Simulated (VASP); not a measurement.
N: single point with r2SCAN-based global hybrid with 25 % exact exchange

Crystal: N.

```
N
1.0
     4.08406    0.00000    0.00000
     0.00000    4.08406    0.00000
     0.00000    0.00000    5.34591
N
4
Direct
  0.40428 0.59572 0.50000
  0.09572 0.09572 0.00000
  0.59572 0.40428 0.50000
  0.90428 0.90428 0.00000
```

- Program: VASP 6.6.1
- Task: single point
- Functional: r2SCAN-based global hybrid with 25 % exact exchange
- Potentials or basis: VASP PAW PBE potentials, release 64 (N)
- Cutoff: 520 eV
- k mesh: 4 × 4 × 3
- Occupations: fermi-dirac, width 0.05 eV
- Spin: no spin polarisation

```
Pressure               : -1.9 GPa
Largest force          : 1.241 eV/Å
Band gap on the k mesh : 10.39 eV (least direct gap 10.61 eV)
```

Forces on the atoms (eV/Å):
```
N    0.877 -0.877  0.000
N   -0.877 -0.877  0.000
N   -0.877  0.877  0.000
N    0.877  0.877  0.000
```

Stress tensor (GPa, compression positive):
```
-2.71  0.00  0.00
 0.00 -2.71  0.00
 0.00  0.00 -0.23
```

Levels at points of the mesh, in eV from the valence-band top:
```tsv
k point	band 8	band 9	band 10	band 11	band 12	band 13
(0.00, 0.00, 0.00)	-0.97	-0.86	-0.21	10.39	11.48	11.91
(0.50, 0.00, 0.00)	-1.19	-0.21	-0.21	11.63	11.63	11.65
(0.50, 0.50, 0.00)	-1.14	-0.04	-0.04	11.34	11.34	12.60
```

Run time: 12 min on 1 thread of Intel(R) Xeon(R) Platinum 8259CL CPU @ 2.50GHz (Skylake/Cascade Lake), with other jobs on the host, peak memory 0.21 GiB.

Caveat: the standard files for N, O and F lose accuracy on very short bonds; the PAW data sets were made with another functional, which shifts forces and pressure a little. A k mesh can miss the band edges.
